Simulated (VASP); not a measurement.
# Cs5O3: single point with PBE

Cs5O3:

```
Cs O
1.0
     5.64993    0.00000    0.00000
     0.00000    5.64993    0.00000
     0.00000    0.00000    5.64993
Cs O
5 3
Cartesian
  2.8250 0.0000 0.0000
  0.0000 2.8250 0.0000
  0.0000 0.0000 2.8250
  2.8250 2.8250 2.8250
  0.0000 0.0000 0.0000
  0.0000 2.8250 2.8250
  2.8250 0.0000 2.8250
  2.8250 2.8250 0.0000
```

The cell was generated, and may not be a known phase.

| Quantity | Value |
| --- | --- |
| Program | VASP 6.6.1 |
| Task | single point |
| Functional | PBE |
| Potentials or basis | VASP PAW PBE potentials, release 64 (Cs_sv, O) |
| Cutoff | 520 eV |
| k mesh | 4 × 4 × 4 |
| Occupations | gaussian, width 0.1 eV |
| Spin | collinear spin, ferromagnetic start |
| Starting moments | [0.0, 0.0, 0.0, 0.0, 0.0, 1.0, 1.0, 1.0] μB |
| Dipole correction | no |
| Further INCAR settings | ALGO = Normal; EDIFF = 1e-07; NBANDS = 46 |

```yaml
Pressure: 25.4 GPa
Net_moment: 0.20 μB per cell
Site_moments: Cs -0.00, +0.03 (each value once); O +0.05 μB
Valence_electrons_inside_the_program's_atomic_spheres: Cs 6.75, 6.59, 6.94 (each value once); O 4.88
```

Levels at points of the mesh, in eV from the Fermi level:
Spin up:
```csv
k point,band 29,band 30,band 31,band 32,band 33,band 34,band 35,band 36
"(0.00, 0.00, 0.00)",-0.18,-0.10,-0.10,-0.10,0.21,0.21,0.21,2.73
"(0.50, 0.00, 0.00)",-0.13,-0.13,-0.02,0.07,0.07,1.88,1.88,2.80
"(0.50, 0.50, 0.00)",-1.28,-0.23,-0.23,-0.13,1.97,1.97,3.49,4.02
"(0.50, 0.50, 0.50)",-1.48,-1.48,-1.38,-1.38,4.25,4.25,4.25,4.56
```
Spin down:
```
           k point  band 28  band 29  band 30  band 31  band 32  band 33  band 34  band 35
(0.00, 0.00, 0.00)    -0.18    -0.18    -0.09    -0.09    -0.09     0.36     0.36     0.36
(0.50, 0.00, 0.00)    -0.25    -0.12    -0.12    -0.02     0.23     0.23     1.88     1.88
(0.50, 0.50, 0.00)    -1.21    -1.06    -0.22    -0.22     0.09     1.96     1.96     3.49
(0.50, 0.50, 0.50)    -1.47    -1.47    -1.47    -1.17    -1.17     4.25     4.25     4.25
```

Run time: 2.2 min on 1 thread of Oxide Virtual Turin-like Processor, with other jobs on the host, peak memory 0.33 GiB.

Caveat: the cell stands under pressure; spin-orbit coupling is left out, which moves the levels of the heavy elements.
